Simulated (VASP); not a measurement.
Runs of VASP 6.6.1 on Ge2Sb2Te5. The structure is that of space group P-3m1 (No. 164), or close to it. The cells are those of the table. 

```csv
cell,gap on the mesh (eV),pressure (GPa),largest force (eV/Å)
"a = 3.903, b = 3.903, c = 18.132 Å, angles 90.0, 90.0, 120.0°, 9 atoms",none,(a),1.36
"a = 4.117, b = 4.117, c = 20.950 Å, angles 90.0, 90.0, 120.0°, 9 atoms",none,-3.0,0.99
"a = 4.618, b = 4.618, c = 17.885 Å, angles 90.0, 90.0, 120.0°, 9 atoms",0.01,-5.0,0.52
"a = 4.480, b = 4.480, c = 19.004 Å, angles 90.0, 90.0, 120.0°, 9 atoms",0.06,-4.9,0.73
"a = 4.147, b = 4.147, c = 16.061 Å, angles 90.0, 90.0, 120.0°, 9 atoms",none,(c),1.37
"a = 4.760, b = 4.760, c = 16.833 Å, angles 90.0, 90.0, 120.0°, 9 atoms",0.06,-5.1,0.38
"a = 4.244, b = 4.244, c = 19.717 Å, angles 90.0, 90.0, 120.0°, 9 atoms",none,(b),0.70
"a = 4.147, b = 4.147, c = 17.591 Å, angles 90.0, 90.0, 120.0°, 9 atoms",none,4.5,0.60
```

Alike in all rows: task single point; level PBE; potentials or basis VASP PAW PBE potentials, release 64 (Ge_d, Sb, Te); no spin polarisation; k mesh 12 × 12 × 2; cutoff (eV) 520; smearing gaussian 0.03 eV.

Question: Estimate the missing entries.

Answer: (a) 11.7; (b) -2.9; (c) 11.5.

Caveats: spin-orbit coupling is left out, which moves the levels of the heavy elements; this functional lacks dispersion, which binds layers or chains, so the pressure and a relaxed spacing across them are unreliable; the cell stands under pressure (at least some runs); the cell stands under tension (at least some runs); semilocal functionals underestimate gaps, and a narrow one can read as zero (at least some runs); forces of over 1 eV/Å act on the atoms, so gaps and moduli don't describe the material at rest (at least some runs); the stress differs along the axes, from -7 to -1 GPa (at least some runs).

A k mesh can miss the band edges, and the runs leave out spin-orbit coupling on Ge, Sb, Te.

A gap of «none» marks levels without a gap at the run's occupations.
